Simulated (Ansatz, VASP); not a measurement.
## One calculation of AlSn4, two programs

```
Al Sn
1.0
    -3.30812    3.30812    3.30812
     3.30812   -3.30812    3.30812
     3.30812    3.30812   -3.30812
Al Sn
1 4
Direct
  0.00000 0.00000 0.00000
  0.00000 0.00000 0.50000
  0.50000 0.00000 0.00000
  0.00000 0.50000 0.00000
  0.50000 0.50000 0.50000
```

Change from the starting cell: species swapped into the Hg4Pt type (Im-3m, No. 229).

Alike in both runs: functional PBE; k mesh 8 × 8 × 8; occupations gaussian, width 0.1 eV; no spin polarisation.

Ansatz relaxed the structure, and its values are those at the end. VASP's run is a single point on that final structure, the one shown.

|  | VASP | Ansatz |
| --- | --- | --- |
| version | VASP 6.6.1 | Ansatz 0.2.0 |
| potentials or method | VASP PAW PBE potentials, release 64 (Al, Sn_d), cutoff 520 eV | scalar-relativistic, plane waves, PAW |
| valence electrons in the cell | 59 | 59 |

```csv
,VASP,Ansatz,Ansatz less VASP
gap on the k mesh at the Fermi level (eV),none,none,-
pressure (GPa),-0.1,0.0,+0.06
```

A gap of «none» marks a metal or a gap that the smearing closes. The functional is the same, so the differences come from potentials, cutoffs and numerics.
